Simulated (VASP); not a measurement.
Input of a VASP 6.6.1 run:

Contents of POSCAR:

```
CsSnI3
1.0
    6.2859886262      0.0000000000      0.0000000000
    0.0000000000      6.2859886262      0.0000000000
    0.0000000000      0.0000000000      6.2859886262
Cs Sn I
1 1 3
Direct
    0.0000000000      0.0000000000      0.0000000000
    0.5000000000      0.5000000000      0.5000000000
    0.0000000000      0.5000000000      0.5000000000
    0.5000000000      0.0000000000      0.5000000000
    0.5000000000      0.5000000000      0.0000000000
```

The input INCAR.step1:

```
SYSTEM = CsSnI3
PREC     = Accurate       ! precision mode
ENCUT    = 520            ! plane-wave cutoff, eV
ISMEAR   = 0              ! smearing method
SIGMA    = 0.02           ! smearing width, eV
LREAL    = .FALSE.        ! projectors in reciprocal space
LASPH    = .TRUE.         ! aspherical terms in the spheres
NELM     = 60             ! most SCF steps
NBANDS   = 30             ! bands
GGA      = PE             ! functional
ALGO     = Normal         ! electronic algorithm
EDIFF    = 1E-4           ! SCF threshold, eV
LWAVE    = .TRUE.         ! write WAVECAR
LCHARG   = .FALSE.        ! write CHGCAR
```

The input INCAR.step2:

```
SYSTEM = CsSnI3
PREC     = Accurate       ! precision mode
ENCUT    = 520            ! plane-wave cutoff, eV
EDIFF    = 1E-7           ! SCF threshold, eV
ISMEAR   = 0              ! smearing method
SIGMA    = 0.02           ! smearing width, eV
LREAL    = .FALSE.        ! projectors in reciprocal space
LASPH    = .TRUE.         ! aspherical terms in the spheres
NELM     = 60             ! most SCF steps
ALGO     = Normal         ! electronic algorithm
ISIF     = 2              ! what is computed and relaxed
LWAVE    = .FALSE.        ! write WAVECAR
LCHARG   = .TRUE.         ! write CHGCAR
METAGGA  = R2SCAN         ! meta-GGA
LMIXTAU  = .TRUE.       
LELF     = .TRUE.         ! ELF
LVHAR    = .TRUE.       
NBANDS   = 30             ! bands
ISTART   = 1
```

File KPOINTS:

```
regular mesh
0
G
  6 6 6
  0 0 0
```

Potentials or basis: VASP PAW PBE potentials, release 64 (Cs_sv, Sn_d, I).

The run is started by

```bash
$ cat potpaw_PBE.64/Cs_sv/POTCAR potpaw_PBE.64/Sn_d/POTCAR potpaw_PBE.64/I/POTCAR > POTCAR
$ cp INCAR.step1 INCAR
$ mpirun -np 1 vasp_std > vasp.out
$ cp INCAR.step2 INCAR
$ mpirun -np 1 vasp_std > vasp.out
```

Estimate the pressure.

-0.5 GPa.

What does it give for the band gap on the k mesh?

0.60 eV.

Caveat: semilocal functionals underestimate gaps, and a narrow one can read as zero; the PAW data sets were made with another functional, which shifts forces and pressure a little; spin-orbit coupling is left out, which moves the levels of the heavy elements. r2SCAN opens gaps a little over a GGA but as a rule still falls short of measured ones.
